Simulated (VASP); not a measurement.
MgC2, 6 atoms in the cell. The structure is tetragonal, space group P4_2/mnm (No. 136). Conventional cell: a = 3.951 Å, b = 3.951 Å, c = 4.937 Å, α = 90.00°, β = 90.00°, γ = 90.00°. Within 2.9 Å of Mg (site symmetry mmm) lie 10 C at 2.17 to 2.86 Å. Within 1.7 Å of C (site symmetry m2m) lie 1 C at 1.26 Å. 

```yaml
Program: VASP 6.6.1
Task: single point
Functional: PBE
Potentials_or_basis: VASP PAW PBE potentials, release 64 (Mg_sv, C)
Cutoff: 750 eV
k_mesh: 5 × 5 × 5
Occupations: fermi-dirac, width 0.05 eV
Spin: no spin polarisation
Dipole_correction: no
Mended: yes
Further_INCAR_settings: ALGO = Normal; EDIFF = 1e-06; NBANDS = 27
```

Potentials or basis: VASP PAW PBE potentials, release 64 (Mg_sv, C).

The run is started by

```console
$ cat potpaw_PBE.64/Mg_sv/POTCAR potpaw_PBE.64/C/POTCAR > POTCAR
$ mpirun -np 1 vasp_std > vasp.out
```

Hardware: 1 thread of Intel(R) Xeon(R) 6975P-C (Granite Rapids), on a shared host.

Estimate the wall time of this run.

It took 23 s on 1 thread of Intel(R) Xeon(R) 6975P-C (Granite Rapids), with other jobs on the host, peak memory 0.25 GiB. Counts: scf iterations 13, k points 18.
